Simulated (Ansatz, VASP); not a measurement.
**SbPb: VASP beside Ansatz**

The input INCAR:

```
PREC = Accurate
ENCUT = 520
EDIFF = 1E-7
ISMEAR = 1
SIGMA = 0.1
LREAL = F
LASPH = T
NELM = 80
ALGO = Normal
ISIF = 2
LWAVE = F
LCHARG = F
GGA = CA
NBANDS = 16
```

The input KPOINTS:

```
Automatic mesh
0
Gamma
  5 5 5
```

POSCAR

```
SbPb
1.0
    0.0000000000      3.1612430000      3.1612430000
    3.1612430000      0.0000000000      3.1612430000
    3.1612430000      3.1612430000      0.0000000000
Sb Pb
1 1
Direct
    0.5000000000      0.5000000000      0.5000000000
    0.0000000000      0.0000000000      0.0000000000
```

Input for Ansatz:

```yaml
crystal:
  lattice:
    - [0.0, 3.161243, 3.161243]
    - [3.161243, 0.0, 3.161243]
    - [3.161243, 3.161243, 0.0]
  atoms:
    - { symbol: Sb, position: [0.5, 0.5, 0.5] }
    - { symbol: Pb, position: [0.0, 0.0, 0.0] }
basis:
  ecutwfc: 510.0
kpoints:
  mp_grid:
    grid: [5, 5, 5]
hamiltonian:
  xc: lda
  pseudopotentials:
    kind: paw
scf:
  occupations:
    method: methfessel_paxton
    width: 0.1
output:
  stress: true
  eigenvalues: true
```

Alike in both runs: task single point; functional LDA; k mesh 5 × 5 × 5; occupations methfessel-paxton of order 1, width 0.1 eV; no spin polarisation.

|  | VASP | Ansatz |
| --- | --- | --- |
| version | VASP 6.6.1 | Ansatz 0.2.0 |
| potentials or method | VASP PAW LDA potentials, release 64 (Sb, Pb_d), cutoff 520 eV | plane waves, PAW |
| valence electrons in the cell | 19 | 29 |

```csv
,VASP,Ansatz,Ansatz less VASP
gap on the k mesh at the Fermi level (eV),none,none,-
pressure (GPa),-2.6,-2.6,-0.04
```

LDA's correlation is that of Perdew and Zunger in VASP and of Perdew and Wang (1992) in Ansatz. A gap of «none» marks a metal or a gap that the smearing closes. VASP's potentials hold 19 valence electrons a cell and Ansatz's 29, so a difference there can come from the potentials and not from the codes.

Neither program's run includes spin-orbit coupling.
